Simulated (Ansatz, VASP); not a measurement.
# KTaO3: VASP beside Ansatz

The input INCAR:

```
ALGO = Normal
EDIFF = 1E-7
ENCUT = 520
GGA = PE
ISIF = 2
ISMEAR = 0
LASPH = True
LCHARG = False
LREAL = False
LWAVE = False
NBANDS = 27
NELM = 100
PREC = Accurate
SIGMA = 0.05
```

The input KPOINTS:

```
k-points
0
Gamma
  8 8 8
```

The input POSCAR:

```
KTaO3
1.0
    4.0880075000      0.0000000000      0.0000000000
    0.0000000000      3.9883000000      0.0000000000
    0.0000000000      0.0000000000      3.9883000000
K Ta O
1 1 3
Direct
    0.5000000000      0.5000000000      0.5000000000
    0.0000000000      0.0000000000      0.0000000000
    0.5000000000      0.0000000000      0.0000000000
    0.0000000000      0.5000000000      0.0000000000
    0.0000000000      0.0000000000      0.5000000000
```

Input for Ansatz:

```yaml
crystal:
  lattice:
    - [4.0880075, 0.0, 0.0]
    - [0.0, 3.9883, 0.0]
    - [0.0, 0.0, 3.9883]
  atoms:
    - { symbol: K, position: [0.5, 0.5, 0.5] }
    - { symbol: Ta, position: [0.0, 0.0, 0.0] }
    - { symbol: O, position: [0.5, 0.0, 0.0] }
    - { symbol: O, position: [0.0, 0.5, 0.0] }
    - { symbol: O, position: [0.0, 0.0, 0.5] }
basis:
  ecutwfc: 420
kpoints:
  mp_grid: { grid: [8, 8, 8] }
hamiltonian:
  xc: pbe
scf:
  occupations: { method: gaussian, width: 0.05 }
output:
  forces: true
  stress: true
  eigenvalues: true
```

Change from the starting cell: strain +0.0250 x Voigt [1, 0, 0, 0, 0, 0], atoms carried along.

Alike in both runs: task single point; functional PBE; k mesh 8 × 8 × 8; occupations gaussian, width 0.05 eV; no spin polarisation.

|  | VASP | Ansatz |
| --- | --- | --- |
| version | VASP 6.6.1 | Ansatz 0.2.0 |
| potentials or method | VASP PAW PBE potentials, release 64 (K_sv, Ta_pv, O), cutoff 520 eV | scalar-relativistic, plane waves, PAW |
| valence electrons in the cell | 38 | 40 |

Ansatz gave:

```
gap on the k mesh at the Fermi level (eV)                     : 2.14
least direct gap on the mesh (eV)                             : 2.75
pressure (GPa)                                                : 0.7
traceless stress, the component that is largest in VASP (GPa) : -5.45
```

What did VASP give for the same quantities?

gap on the k mesh at the Fermi level (eV): 2.10; least direct gap on the mesh (eV): 2.72; pressure (GPa): 1.3; traceless stress, the component that is largest in VASP (GPa): -5.54.

VASP's potentials hold 38 valence electrons a cell and Ansatz's 40, so a difference there can come from the potentials and not from the codes.

Spin-orbit coupling is off throughout.
